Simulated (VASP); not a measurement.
# TiO (P-6m2) in VASP: further runs

Runs on TiO. Level: PBEsol. Tasks: single point.

Everything below comes from runs of VASP 6.6.1. Logs are shortened: lines on timing, memory, paths and dates and some standing lists are left out, and cuts for length are marked.

### Step 1. The cell of the first run

Symmetry: P-6m2, No. 187, hexagonal system. The conventional cell has a = 2.835 Å, b = 2.835 Å, c = 2.570 Å, α = 90.00°, β = 90.00°, γ = 120.00°. Ti (site symmetry -6m2) has 6 O at 2.08 Å and 8 Ti at 2.57 to 2.84 Å within 2.9 Å. Within 2.9 Å of O (site symmetry -6m2) lie 6 Ti at 2.08 Å and 8 O at 2.57 to 2.84 Å.

### Step 2. Single point, PBEsol

The input, INCAR:

```
  PREC = Accurate
  ENCUT = 520
  EDIFF = 1E-7
  ISMEAR = 0
  SIGMA = 0.15
  LREAL = False
  LASPH = True
  NELM = 60
  ALGO = Normal
  ISIF = 2
  LWAVE = False
  LCHARG = False
  GGA = PS
  NBANDS = 16
```

The input, KPOINTS:

```
regular mesh
0
Gamma
  18 18 16
```

The input, POSCAR:

```
TiO
1.0
    2.8351000000      0.0000000000      0.0000000000
   -1.4175500000      2.4552686223      0.0000000000
    0.0000000000      0.0000000000      2.5703000000
Ti O
1 1
Direct
    0.6666666667      0.3333333333      0.0000000000
    0.0000000000      0.0000000000      0.5000000000
```

Potentials or basis: VASP PAW PBE potentials, release 64 (Ti_sv, O).

Launch:

```
> cat potpaw_PBE.64/Ti_sv/POTCAR potpaw_PBE.64/O/POTCAR > POTCAR
> mpirun -np 1 vasp_std > vasp.out
```

OUTCAR:

```text
PREC = Accurate
   ENCUT = 520
   EDIFF = 1E-7
   ISMEAR = 0
   LREAL = False
   LASPH = True
   NELM = 60
   ISIF = 2
   GGA = PS

 ion  position               nearest neighbor table
   1  0.667  0.333  0.000-   2 2.08   2 2.08   2 2.08   2 2.08   2 2.08   2 2.08
   2  0.000  0.000  0.500-   1 2.08   1 2.08   1 2.08   1 2.08   1 2.08   1 2.08

  LATTYP: Found a hexagonal cell.
 ALAT       =     2.8351000000
 C/A-ratio  =     0.9065994145

  Lattice vectors:

 A1 = (   2.8351000000,   0.0000000000,   0.0000000000)
 A2 = (  -1.4175500000,   2.4552686223,   0.0000000000)
 A3 = (   0.0000000000,   0.0000000000,   2.5703000000)

Analysis of symmetry for initial positions (statically):
=====================================================================
 Subroutine PRICEL returns:
 Original cell was already a primitive cell.

 Routine SETGRP: Setting up the symmetry group for a
 hexagonal supercell.

 Subroutine GETGRP returns: Found 12 space group operations
 (whereof 12 operations were pure point group operations)
 out of a pool of 24 trial point group operations.

The static configuration has the point symmetry D_3h.

Analysis of symmetry for dynamics (positions and initial velocities):
=====================================================================
 Subroutine PRICEL returns:
 Original cell was already a primitive cell.

 Routine SETGRP: Setting up the symmetry group for a
 hexagonal supercell.

 Subroutine GETGRP returns: Found 12 space group operations
 (whereof 12 operations were pure point group operations)
 out of a pool of 24 trial point group operations.

The dynamic configuration has the point symmetry D_3h.

 Subroutine INISYM returns: Found 12 space group operations
 (whereof 12 operations are pure point group operations),
 and found     1 'primitive' translations

----------------------------------------------------------------------------------------

                                     Primitive cell

  volume of cell :      17.8917

  direct lattice vectors                    reciprocal lattice vectors
     2.835100000  0.000000000  0.000000000     0.352721244  0.203643705  0.000000000
    -1.417550000  2.455268622  0.000000000     0.000000000  0.407287411  0.000000000
     0.000000000  0.000000000  2.570300000     0.000000000  0.000000000  0.389059643
[... 76 lines left out ...]
   ISTART =      0    job   : 0-new  1-cont  2-samecut
   ICHARG =      2    charge: 1-file 2-atom 10-const
   ISPIN  =      1    spin polarized calculation?
   LNONCOLLINEAR =      F non collinear calculations
   LSORBIT =      F    spin-orbit coupling
   LASPH  =      T    aspherical Exc in radial PAW
   ENCUT  =  520.0 eV  38.22 Ry    6.18 a.u.   5.27  5.27  4.78*2*pi/ulx,y,z
   NELM   =     60;   NELMIN=  2; NELMDL= -5     # of ELM steps
   EDIFF  = 0.1E-06   stopping-criterion for ELM
   LREAL  =      F    real-space projection
   EDIFFG = 0.1E-05   stopping-criterion for IOM
   NSW    =      0    number of steps for IOM
   IBRION =     -1    ionic relax: 0-MD 1-quasi-New 2-CG
   NFREE  =      0    steps in history (QN), initial steepest desc. (CG)
   ISIF   =      2    stress and relaxation
   ISYM   =      2    0-nonsym 1-usesym 2-fastsym
   POTIM  = 0.5000    time-step for ionic-motion
   TEBEG  =    0.0;   TEEND  =   0.0 temperature during run
   PSTRESS=    0.0 pullay stress
   NELECT =      18.0000    total number of electrons
   NUPDOWN=      -1.0000    fix difference up-down
   EMIN   =  10.00;   EMAX   =-10.00  energy-range for DOS
   EFERMI =   0.00;   METHOD = LEGACY
   ISMEAR =     0;   SIGMA  =   0.15  broadening in eV -4-tet -1-fermi 0-gaus
   EFERMI_NEDOS =   21; number of points for ismear=-14 and -15
   IALGO  =     38    algorithm
   IMIX   =      4    mixing-type and parameters
     AMIX     =   0.40;   BMIX     =  1.00
     AMIX_MAG =   1.60;   BMIX_MAG =  1.00
  volume/ion in A,a.u.               =       8.95        60.37
  Fermi-wavevector in a.u.,A,eV,Ry     =   1.640396  3.099898 36.611886  2.690898
  Thomas-Fermi vector in A             =   2.731041
   LORBIT       =      0    0 simple, 1 ext, 2 COOP (PROOUT), +10 PAW based schemes
   GGA     = PS    functional components
   LHFCALC =     F    Hartree Fock is set to
   AEXX    =    0.0000 exact exchange contribution
   IVDW    =     0    specifies the selected vdW correction
   LEPSILON=     F    determine dielectric tensor
   LRPA    =     F    only Hartree local field effects (RPA)
 non-spin polarized calculation
 Gauss-broadening in eV      SIGMA  =   0.15
  energy-cutoff  :      520.00
  volume of cell :       17.89
 maximum number of plane-waves:       494
 NGX is ok and might be reduce to    24
   NGX = 11   NGY = 11   NGZ =  9

 number of electron      18.0000011 magnetization

 Free energy of the ion-electron system (eV)
  ---------------------------------------------------
  ext. energy  EPLUGINS =         0.00000000
  ---------------------------------------------------
  free energy    TOTEN  =       -18.53228268 eV

  energy without entropy =      -18.53072609  energy(sigma->0) =      -18.53150438

 E-fermi :  12.4147     XC(G=0): -13.5297

 val. band max:       12.3896693100   @ k =   0.3333   0.3333   0.0625
 cond. band min:      12.4327377581   @ k =   0.0000   0.0000   0.3750
 fundamental gap:      0.0430684481
 Fermi energy:        12.4146971973

 k-point     1 :       0.0000    0.0000    0.0000
  band No.  band energies     occupation
      1     -45.0298      2.00000
      2     -21.0073      2.00000
      3     -20.9750      2.00000
      4     -20.9750      2.00000
      5     -10.1165      2.00000
      6       5.6416      2.00000
[... 433 lines left out ...]
      3     -21.2275      2.00000
      4     -20.8971      2.00000
      5      -8.7298      2.00000
      6       3.0351      2.00000
[... 8 lines left out ...]
     15      24.7365      0.00000
     16      27.9506      0.00000

 [... further k-points ...]
[... 5 lines left out ...]
  --------------------------------------------------------------------------------------
  -------------------------------------------------------------------------------------
  Total        0.2960649      0.2960649      5.9530333      0.0000000     -0.0000000      0.0000000
  in kB       26.5122352     26.5122352    533.0864993      0.0000000     -0.0000000      0.0000000
  external PRESSURE =     195.3703232 kB  Pullay stress =       0.0000000 kB

 VOLUME and BASIS-vectors are now :
 -----------------------------------------------------------------------------
  energy-cutoff  :      520.00
  volume of cell :       17.89
      direct lattice vectors                 reciprocal lattice vectors
     2.835100000  0.000000000  0.000000000     0.352721244  0.203643705  0.000000000
    -1.417550000  2.455268622  0.000000000     0.000000000  0.407287411  0.000000000
     0.000000000  0.000000000  2.570300000     0.000000000  0.000000000  0.389059643

 POSITION                                       TOTAL-FORCE (eV/Angst)
 -----------------------------------------------------------------------------------
      1.41755      0.81842      0.00000        -0.000000      0.000000      0.000000
      0.00000      0.00000      1.28515         0.000000      0.000000      0.000000
 -----------------------------------------------------------------------------------
    total drift:                               -0.000000      0.000000      0.000000

  FREE ENERGIE OF THE ION-ELECTRON SYSTEM (eV)
  ---------------------------------------------------
  free  energy   TOTEN  =       -18.5322826761 eV

  energy  without entropy=      -18.5307260873  energy(sigma->0) =      -18.53150438
```

OSZICAR:

```text
N       E                     dE             d eps       ncg     rms          rms(c)
DAV:   1     0.158174899307E+03    0.15817E+03   -0.96205E+03 10680   0.145E+03
DAV:   2    -0.939730788527E+01   -0.16757E+03   -0.15994E+03 11232   0.377E+02
DAV:   3    -0.208511727393E+02   -0.11454E+02   -0.11373E+02 18304   0.941E+01
DAV:   4    -0.211011631517E+02   -0.24999E+00   -0.24987E+00 11432   0.119E+01
DAV:   5    -0.211056456862E+02   -0.44825E-02   -0.44825E-02 13664   0.136E+00    0.166E+01
DAV:   6    -0.186598073432E+02    0.24458E+01   -0.83444E+00 15048   0.434E+01    0.640E+00
DAV:   7    -0.185402251380E+02    0.11958E+00   -0.48375E-01 12632   0.909E+00    0.470E+00
DAV:   8    -0.185400027904E+02    0.22235E-03   -0.19770E-01 14600   0.495E+00    0.130E+00
DAV:   9    -0.185316659533E+02    0.83368E-02   -0.46612E-02 12056   0.284E+00    0.780E-01
DAV:  10    -0.185323992739E+02   -0.73332E-03   -0.27676E-03 12920   0.684E-01    0.189E-01
DAV:  11    -0.185322912774E+02    0.10800E-03   -0.39455E-04 12000   0.244E-01    0.609E-02
DAV:  12    -0.185322834513E+02    0.78260E-05   -0.28865E-05 12344   0.595E-02    0.166E-02
DAV:  13    -0.185322826280E+02    0.82335E-06   -0.43858E-06 12128   0.211E-02    0.366E-03
DAV:  14    -0.185322826761E+02   -0.48120E-07   -0.39812E-07 12504   0.721E-03
   1 F= -.18532283E+02 E0= -.18531504E+02  d E =-.155659E-02
```

Run time: 3.3 min. Hardware: 1 thread of AMD EPYC 7R13, shared host; peak memory 0.18 GiB.

What came out:

```yaml
Free_energy: -18.5323 eV
Pressure: 19.5 GPa
Band_gap_on_the_k_mesh: zero (bands 9 and 10 overlap by 0.25 eV)
```

Stress tensor (GPa, compression positive):
```
 2.65  0.00  0.00
 0.00  2.65  0.00
 0.00  0.00 53.31
```

Levels at points of the mesh, in eV from the Fermi level:
```csv
k point,band 6,band 7,band 8,band 9,band 10,band 11,band 12,band 13
"(0.00, 0.00, 0.00)",-6.77,-6.77,-5.11,-3.17,1.49,2.27,2.27,2.50
"(0.50, 0.00, 0.00)",-9.58,-6.24,-6.16,-2.77,1.63,2.08,2.93,3.37
"(0.00, 0.00, 0.50)",-10.04,-6.26,-6.26,0.05,0.05,1.60,1.60,2.02
"(0.50, 0.00, 0.50)",-8.82,-8.24,-7.64,-0.32,1.94,2.95,3.76,3.82
```

Caveat: the stress differs along the axes, from 3 to 53 GPa; the PAW data sets were made with another functional, which shifts forces and pressure a little; semilocal functionals often make such compounds metallic where correlation or magnetic order opens a gap, which also shifts bond lengths.

(Continued in part 2 of 2.)

The gap in the log of VASP goes by the Fermi energy; the results here count the filled bands.